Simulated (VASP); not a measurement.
Set up this calculation in VASP 6.6.1, as the native input.

- Task: relaxation of cell and atoms
- Functional: PBE
- Potentials or basis: VASP PAW PBE potentials, release 64 (Cr_pv)
- Cutoff: 500 eV
- k mesh: 20 × 20 × 20
- Occupations: fermi-dirac, width 0.15 eV
- Spin: no spin polarisation
- Dipole correction: no
- Further INCAR settings: ALGO = Normal; EDIFF = 1e-07; IBRION = 2; EDIFFG = -0.001; NSW = 80; ISIF = 3

The structure of Cr lies in POSCAR:

```
Cr
1.0
   -1.4239150038      1.4239150038      1.4239150038
    1.4239150038     -1.4239150038      1.4239150038
    1.4239150038      1.4239150038     -1.4239150038
Cr
1
Direct
    0.0000000000      0.0000000000      0.0000000000
```

These files were run (other wordings do the same):

INCAR

```
SYSTEM = Cr
PREC = Accurate
ENCUT = 500
EDIFF = 1E-7
ISMEAR = -1
SIGMA = 0.15
LREAL = .FALSE.
LASPH = .TRUE.
NELM = 120
ALGO = Normal
ISIF = 3
LWAVE = .FALSE.
LCHARG = .FALSE.
GGA = PE
IBRION = 2
NSW = 80
EDIFFG = -0.001
GGA_COMPAT = .FALSE.
NELMIN = 4
```

KPOINTS

```
Automatic mesh
0
G
  20 20 20
  0 0 0
```

Potentials or basis: VASP PAW PBE potentials, release 64 (Cr_pv).

Launch:

```bash
$ cat potpaw_PBE.64/Cr_pv/POTCAR > POTCAR
$ mpirun -np 1 vasp_std > vasp.out
```

Results of the run:

* Relaxed volume: 11.54 Å³/atom
* Relaxed cell: a = 2.466 Å, b = 2.466 Å, c = 2.466 Å, α = 109.47°, β = 109.47°, γ = 109.47°
* Space group after relaxing (to 0.1 Å): Im-3m (No. 229)
* Energy gained by relaxing: 0.0 meV/atom
* Ionic steps: 3
* Pressure after relaxing: 0.0 GPa
* Band gap on the k mesh: zero (bands 6 and 7 overlap by 3.36 eV)

Caveat: the run has no spin polarisation, though such a crystal can be magnetic.

Wall time 19 s on 1 thread of Intel(R) Xeon(R) 6975P-C (Granite Rapids), with other jobs on the host, peak memory 0.14 GiB.
